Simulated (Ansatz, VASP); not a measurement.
One calculation of SiO2, two programs

The input INCAR:

```
PREC = Accurate
ENCUT = 520
EDIFF = 1E-6
ISMEAR = -1
SIGMA = 0.02
LREAL = False
LASPH = True
NELM = 80
ALGO = Normal
ISIF = 2
LWAVE = False
LCHARG = False
GGA = PE
IBRION = 2
NSW = 80
EDIFFG = -0.02
```

File KPOINTS:

```
regular mesh
0
Gamma
  5 5 4
```

POSCAR

```
SiO2
1.0
    4.8757000000      0.0000000000      0.0000000000
    0.0000000000      4.8757000000      0.0000000000
    0.0000000000      0.0000000000      6.7163000000
Si O
4 8
Direct
    0.3125000000      0.3125000000      0.0000000000
    0.1875000000      0.8125000000      0.2500000000
    0.6875000000      0.6875000000      0.5000000000
    0.8125000000      0.1875000000      0.7500000000
    0.2356000000      0.1269000000      0.1904000000
    0.3731000000      0.7356000000      0.4404000000
    0.7644000000      0.8731000000      0.6904000000
    0.6269000000      0.2644000000      0.9404000000
    0.7356000000      0.3731000000      0.5596000000
    0.8731000000      0.7644000000      0.3096000000
    0.2644000000      0.6269000000      0.0596000000
    0.1269000000      0.2356000000      0.8096000000
```

Input for Ansatz:

```yaml
crystal:
  lattice:
    - [4.8757, 0.0, 0.0]
    - [0.0, 4.8757, 0.0]
    - [0.0, 0.0, 6.7163]
  atoms:
    - { symbol: Si, position: [0.3125, 0.3125, 0.0] }
    - { symbol: Si, position: [0.1875, 0.8125, 0.25] }
    - { symbol: Si, position: [0.6875, 0.6875, 0.5] }
    - { symbol: Si, position: [0.8125, 0.1875, 0.75] }
    - { symbol: O, position: [0.2356, 0.1269, 0.1904] }
    - { symbol: O, position: [0.3731, 0.7356, 0.4404] }
    - { symbol: O, position: [0.7644, 0.8731, 0.6904] }
    - { symbol: O, position: [0.6269, 0.2644, 0.9404] }
    - { symbol: O, position: [0.7356, 0.3731, 0.5596] }
    - { symbol: O, position: [0.8731, 0.7644, 0.3096] }
    - { symbol: O, position: [0.2644, 0.6269, 0.0596] }
    - { symbol: O, position: [0.1269, 0.2356, 0.8096] }
kpoints:
  mp_grid: { grid: [5, 5, 4] }
scf:
  occupations: { method: fermi_dirac, width: 0.02 }
hamiltonian:
  xc: pbe
  pseudopotentials: { kind: paw }
output:
  forces: true
  stress: true
  populations: true
  efg: { quadrupole_moments_barn: { O: -0.02558 }, contact_densities: true }
relax:
  f_tol: 0.02
  max_steps: 60
```

Alike in both runs: task relaxation of the atoms; functional PBE; k mesh 5 × 5 × 4; occupations fermi-dirac, width 0.02 eV; no spin polarisation.

|  | VASP | Ansatz |
| --- | --- | --- |
| version | VASP 6.6.1 | Ansatz 0.2.0 |
| potentials or method | VASP PAW PBE potentials, release 64 (Si, O) | plane-wave PAW, scalar-relativistic |
| plane-wave cutoff (eV) | 520 | 420 |
| valence electrons in the cell | 64 | 64 |

Ansatz gave:

```
gap on the k mesh at the Fermi level, each at its own relaxed structure (eV) : 5.72
```

Which values does VASP return?

gap on the k mesh at the Fermi level, each at its own relaxed structure (eV): 5.71.

Ansatz's warnings: stress scf threshold loose.
